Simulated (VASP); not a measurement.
# SiO2 (Cristobalite) (P4_12_12) in VASP: single point with PBE

Aim: the single point of SiO2 (Cristobalite) with PBE.

Everything below comes from runs of VASP 6.6.1. Logs are shortened: lines on timing, memory, paths and dates and some standing lists are left out, and cuts for length are marked.

## 1. The cell of the first run

Symmetry: P4_12_12, No. 92, tetragonal system. Conventional cell: a = 4.972 Å, b = 4.972 Å, c = 6.922 Å, α = 90.00°, β = 90.00°, γ = 90.00°. Within 2.2 Å of Si (site symmetry 2) lie 4 O at 1.62 to 1.63 Å. O (site symmetry 1) has 2 Si at 1.62 to 1.63 Å within 2.2 Å.

## 2. Single point, PBE

INCAR

```
  PREC = Accurate
  ENCUT = 520
  EDIFF = 1E-6
  ISMEAR = -1
  SIGMA = 0.02
  LREAL = False
  LASPH = True
  NELM = 100
  ALGO = Normal
  ISIF = 2
  LWAVE = False
  LCHARG = True
  GGA = PE
  LELF = True
  LVHAR = True
  NBANDS = 44
```

KPOINTS

```
Automatic mesh
0
Gamma
  5 5 4
```

POSCAR

```
SiO2
1.0
    4.9717000000      0.0000000000      0.0000000000
    0.0000000000      4.9717000000      0.0000000000
    0.0000000000      0.0000000000      6.9223000000
Si O
4 8
Direct
    0.3053623113      0.3053623113      0.0000000000
    0.1946376887      0.8053623113      0.2500000000
    0.6946376887      0.6946376887      0.5000000000
    0.8053623113      0.1946376887      0.7500000000
    0.2366937302      0.1167718434      0.1854243866
    0.3832281566      0.7366937302      0.4354243866
    0.7633062698      0.8832281566      0.6854243866
    0.6167718434      0.2633062698      0.9354243866
    0.7366937302      0.3832281566      0.5645756134
    0.8832281566      0.7633062698      0.3145756134
    0.2633062698      0.6167718434      0.0645756134
    0.1167718434      0.2366937302      0.8145756134
```

Potentials or basis: VASP PAW PBE potentials, release 64 (Si, O).

Command:

```console
$ cat potpaw_PBE.64/Si/POTCAR potpaw_PBE.64/O/POTCAR > POTCAR
$ mpirun -np 1 vasp_std > vasp.out
```

OUTCAR:

```text
PREC = Accurate
   ENCUT = 520
   EDIFF = 1E-6
   ISMEAR = -1
   LREAL = False
   LASPH = True
   NELM = 100
   ISIF = 2
   GGA = PE

 ion  position               nearest neighbor table
   1  0.305  0.305  0.000-   8 1.62  11 1.62   5 1.63  12 1.63   2 3.08   4 3.08   2 3.08   4 3.08

   2  0.195  0.805  0.250-   5 1.62  10 1.62   6 1.63  11 1.63   1 3.08   3 3.08   1 3.08   3 3.08

   3  0.695  0.695  0.500-   6 1.62   9 1.62   7 1.63  10 1.63   2 3.08   4 3.08   4 3.08   2 3.08

   4  0.805  0.195  0.750-   7 1.62  12 1.62   9 1.63   8 1.63   1 3.08   3 3.08   3 3.08   1 3.08

   5  0.237  0.117  0.185-   2 1.62   1 1.63
   6  0.383  0.737  0.435-   3 1.62   2 1.63
   7  0.763  0.883  0.685-   4 1.62   3 1.63
   8  0.617  0.263  0.935-   1 1.62   4 1.63
   9  0.737  0.383  0.565-   3 1.62   4 1.63
  10  0.883  0.763  0.315-   2 1.62   3 1.63
  11  0.263  0.617  0.065-   1 1.62   2 1.63
  12  0.117  0.237  0.815-   4 1.62   1 1.63

  LATTYP: Found a simple tetragonal cell.
 ALAT       =     4.9717000000
 C/A-ratio  =     1.3923406481

  Lattice vectors:

 A1 = (   4.9717000000,   0.0000000000,   0.0000000000)
 A2 = (   0.0000000000,   4.9717000000,   0.0000000000)
 A3 = (   0.0000000000,   0.0000000000,   6.9223000000)

Analysis of symmetry for initial positions (statically):
=====================================================================
 Subroutine PRICEL returns:
 Original cell was already a primitive cell.

 Routine SETGRP: Setting up the symmetry group for a
 simple tetragonal supercell.

 Subroutine GETGRP returns: Found  8 space group operations
 (whereof  2 operations were pure point group operations)
 out of a pool of 16 trial point group operations.

The static configuration has the point symmetry C_2 .
 The point group associated with its full space group is D_4 .

Analysis of symmetry for dynamics (positions and initial velocities):
=====================================================================
 Subroutine PRICEL returns:
 Original cell was already a primitive cell.

 Routine SETGRP: Setting up the symmetry group for a
 simple tetragonal supercell.

 Subroutine GETGRP returns: Found  8 space group operations
 (whereof  2 operations were pure point group operations)
 out of a pool of 16 trial point group operations.

The dynamic configuration has the point symmetry C_2 .
[... 120 lines left out ...]
   ISYM   =      2    0-nonsym 1-usesym 2-fastsym
   POTIM  = 0.5000    time-step for ionic-motion
   TEBEG  =    0.0;   TEEND  =   0.0 temperature during run
   PSTRESS=    0.0 pullay stress
   NELECT =      64.0000    total number of electrons
   NUPDOWN=      -1.0000    fix difference up-down
   EMIN   =  10.00;   EMAX   =-10.00  energy-range for DOS
   EFERMI =   0.00;   METHOD = LEGACY
   ISMEAR =    -1;   SIGMA  =   0.02  broadening in eV -4-tet -1-fermi 0-gaus
   EFERMI_NEDOS =   21; number of points for ismear=-14 and -15
   IALGO  =     38    algorithm
   IMIX   =      4    mixing-type and parameters
     AMIX     =   0.40;   BMIX     =  1.00
     AMIX_MAG =   1.60;   BMIX_MAG =  1.00
  volume/ion in A,a.u.               =      14.26        96.22
  Fermi-wavevector in a.u.,A,eV,Ry     =   1.179546  2.229018 18.930165  1.391328
  Thomas-Fermi vector in A             =   2.315854
   LORBIT       =      0    0 simple, 1 ext, 2 COOP (PROOUT), +10 PAW based schemes
   GGA     = PE    functional components
   LHFCALC =     F    Hartree Fock is set to
   AEXX    =    0.0000 exact exchange contribution
   IVDW    =     0    specifies the selected vdW correction
   LEPSILON=     F    determine dielectric tensor
   LRPA    =     F    only Hartree local field effects (RPA)
 non-spin polarized calculation
  energy-cutoff  :      520.00
  volume of cell :      171.10
 maximum number of plane-waves:      4642
 NGX is ok and might be reduce to    40
   NGX = 19   NGY = 19   NGZ = 25

 number of electron      64.0000019 magnetization

 Free energy of the ion-electron system (eV)
  ---------------------------------------------------
  ext. energy  EPLUGINS =         0.00000000
  ---------------------------------------------------
  free energy    TOTEN  =       -94.88706324 eV

  energy without entropy =      -94.88706324  energy(sigma->0) =      -94.88706324

 E-fermi :   0.6301     XC(G=0):  -8.4943

 val. band max:        0.1591086971   @ k =   0.0000   0.0000   0.0000
 cond. band min:       5.7817717500   @ k =   0.0000   0.0000   0.0000
 fundamental gap:      5.6226630530
 Fermi energy:         0.6301261837

 k-point     1 :       0.0000    0.0000    0.0000
  band No.  band energies     occupation
      1     -19.1998      2.00000
      2     -18.3110      2.00000
      3     -18.3110      2.00000
      4     -17.1854      2.00000
      5     -17.1186      2.00000
      6     -17.1182      2.00000
[... 835 lines left out ...]
     43      10.7344      0.00000
     44      10.7344      0.00000

------------------------ aborting loop because EDIFF is reached ----------------------------------------

  FORCE on cell =-STRESS in cart. coord.  units (eV):
  Direction    XX          YY          ZZ          XY          YZ          ZX
  --------------------------------------------------------------------------------------
  -------------------------------------------------------------------------------------
  Total        1.6223342      1.6223342      1.1653524      0.0000000      0.0000000      0.0000000
  in kB       15.1911506     15.1911506     10.9120822      0.0000000      0.0000000      0.0000000
  external PRESSURE =      13.7647945 kB  Pullay stress =       0.0000000 kB

 VOLUME and BASIS-vectors are now :
 -----------------------------------------------------------------------------
  energy-cutoff  :      520.00
  volume of cell :      171.10
      direct lattice vectors                 reciprocal lattice vectors
     4.971700000  0.000000000  0.000000000     0.201138444  0.000000000  0.000000000
     0.000000000  4.971700000  0.000000000     0.000000000  0.201138444  0.000000000
     0.000000000  0.000000000  6.922300000     0.000000000  0.000000000  0.144460656

 POSITION                                       TOTAL-FORCE (eV/Angst)
 -----------------------------------------------------------------------------------
      1.51817      1.51817      0.00000         0.016285      0.016285     -0.000000
      0.96768      4.00402      1.73057        -0.016285      0.016285     -0.000000
      3.45353      3.45353      3.46115        -0.016285     -0.016285     -0.000000
      4.00402      0.96768      5.19172         0.016285     -0.016285     -0.000000
      1.17677      0.58055      1.28356         0.001192      0.006140     -0.010759
      1.90530      3.66262      3.01414        -0.006140      0.001192     -0.010759
      3.79493      4.39115      4.74471        -0.001192     -0.006140     -0.010759
      3.06640      1.30908      6.47529         0.006140     -0.001192     -0.010759
      3.66262      1.90530      3.90816         0.001192     -0.006140      0.010759
      4.39115      3.79493      2.17759        -0.006140     -0.001192      0.010759
      1.30908      3.06640      0.44701        -0.001192      0.006140      0.010759
      0.58055      1.17677      5.63874         0.006140      0.001192      0.010759
 -----------------------------------------------------------------------------------
    total drift:                               -0.000000      0.000000      0.000000

  FREE ENERGIE OF THE ION-ELECTRON SYSTEM (eV)
  ---------------------------------------------------
  free  energy   TOTEN  =       -94.8870632372 eV

  energy  without entropy=      -94.8870632372  energy(sigma->0) =      -94.88706324
```

OSZICAR:

```text
N       E                     dE             d eps       ncg     rms          rms(c)
DAV:   1     0.406286721125E+03    0.40629E+03   -0.32834E+04  1584   0.133E+03
DAV:   2    -0.764903078047E+02   -0.48278E+03   -0.46802E+03  2020   0.312E+02
DAV:   3    -0.107088424876E+03   -0.30598E+02   -0.30449E+02  1920   0.837E+01
DAV:   4    -0.107493138485E+03   -0.40471E+00   -0.40388E+00  2016   0.106E+01
DAV:   5    -0.107500266748E+03   -0.71283E-02   -0.71239E-02  1936   0.138E+00    0.287E+01
DAV:   6    -0.948357734194E+02    0.12664E+02   -0.48998E+01  1868   0.322E+01    0.136E+01
DAV:   7    -0.948731653661E+02   -0.37392E-01   -0.13944E+00  1888   0.501E+00    0.499E+00
DAV:   8    -0.948704918012E+02    0.26736E-02   -0.65086E-02  1924   0.162E+00    0.197E+00
DAV:   9    -0.948848313588E+02   -0.14340E-01   -0.37642E-02  1804   0.119E+00    0.363E-01
DAV:  10    -0.948871134662E+02   -0.22821E-02   -0.46508E-03  1844   0.321E-01    0.122E-01
DAV:  11    -0.948870487134E+02    0.64753E-04   -0.11840E-03  1904   0.178E-01    0.149E-02
DAV:  12    -0.948870599190E+02   -0.11206E-04   -0.33265E-05  1912   0.284E-02    0.173E-02
DAV:  13    -0.948870623452E+02   -0.24262E-05   -0.96830E-06  1824   0.152E-02    0.474E-03
DAV:  14    -0.948870632372E+02   -0.89199E-06   -0.66956E-07  1300   0.470E-03
   1 F= -.94887063E+02 E0= -.94887063E+02  d E =-.608854E-12
```

stdout:

```text
POSCAR found type information on POSCAR SiO
 POSCAR found :  2 types and      12 ions
 scaLAPACK will be used
 LDA part: xc-table for (Slater+PW92), standard interpolation
 POSCAR, INCAR and KPOINTS ok, starting setup
 FFT: planning ... GRIDC
 FFT: planning ... GRID_SOFT
 FFT: planning ... GRID
 WAVECAR not read
 entering main loop
```

Run time: 1.9 min. Hardware: 1 thread of Intel Xeon Platinum 8488C (Sapphire Rapids), shared host; peak memory 0.31 GiB.

Results:

- Free energy: -94.8871 eV
- Pressure: 1.4 GPa
- Largest force: 0.023 eV/Å
- Band gap on the k mesh: 5.62 eV, direct

Forces in eV/Å, atoms in the order of the input:
```
Si   0.016  0.016  0.000
Si  -0.016  0.016  0.000
Si  -0.016 -0.016  0.000
Si   0.016 -0.016  0.000
O    0.001  0.006 -0.011
O   -0.006  0.001 -0.011
O   -0.001 -0.006 -0.011
O    0.006 -0.001 -0.011
O    0.001 -0.006  0.011
O   -0.006 -0.001  0.011
O   -0.001  0.006  0.011
O    0.006  0.001  0.011
```

Levels at points of the mesh, in eV from the valence-band top:
| k point | band 29 | band 30 | band 31 | band 32 | band 33 | band 34 | band 35 | band 36 |
| --- | --- | --- | --- | --- | --- | --- | --- | --- |
| (0.00, 0.00, 0.00) | -0.68 | -0.35 | -0.35 | 0.00 | 5.62 | 8.76 | 8.76 | 9.18 |
| (0.00, 0.00, 0.50) | -0.56 | -0.56 | -0.37 | -0.37 | 6.90 | 6.90 | 9.29 | 9.29 |

A k mesh can miss the band edges. PBE gaps usually lie below the measured ones, often by a third to a half.
